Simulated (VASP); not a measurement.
Wanted: the native input for a VASP 6.6.1 run.

* Task: single point
* Functional: LDA
* Potentials or basis: VASP PAW LDA potentials, release 64 (Na_pv, F)
* Cutoff: 520 eV
* k mesh: 7 × 7 × 7
* Occupations: gaussian, width 0.1 eV
* Spin: no spin polarisation
* Dipole correction: no
* Further INCAR settings: ALGO = Normal; EDIFF = 1e-06; NBANDS = 14

The structure of NaF lies in POSCAR:

```
NaF
1.0
    0.0000000000      2.3200000000      2.3200000000
    2.3200000000      0.0000000000      2.3200000000
    2.3200000000      2.3200000000      0.0000000000
Na F
1 1
Direct
   -0.0046440000      0.0073970000      0.0091130000
    0.4993530000      0.5032590000      0.4873860000
```

The input as run:

INCAR

```
SYSTEM = NaF
PREC = Accurate ; ENCUT = 520
EDIFF = 1E-6 ; ISMEAR = 0
SIGMA = 0.1 ; LREAL = .False.
LASPH = .True. ; NELM = 60
ALGO = Normal ; ISIF = 2
LWAVE = .False. ; LCHARG = .False.
GGA = CA ; NBANDS = 14
```

KPOINTS

```
Automatic mesh
0
Gamma
  7 7 7
  0 0 0
```

Potentials or basis: VASP PAW LDA potentials, release 64 (Na_pv, F).

Command:

```sh
$ cat potpaw_LDA.64/Na_pv/POTCAR potpaw_LDA.64/F/POTCAR > POTCAR
$ mpirun -np 1 vasp_std > vasp.out
```

Results of the run:

- Pressure: -4.4 GPa
- Largest force: 0.140 eV/Å
- Band gap on the k mesh: 5.93 eV

Caveat: the cell stands under tension.

Run time: 19 s on 1 thread of Intel(R) Xeon(R) Platinum 8488C (Sapphire Rapids), on a shared host, peak memory 0.15 GiB.
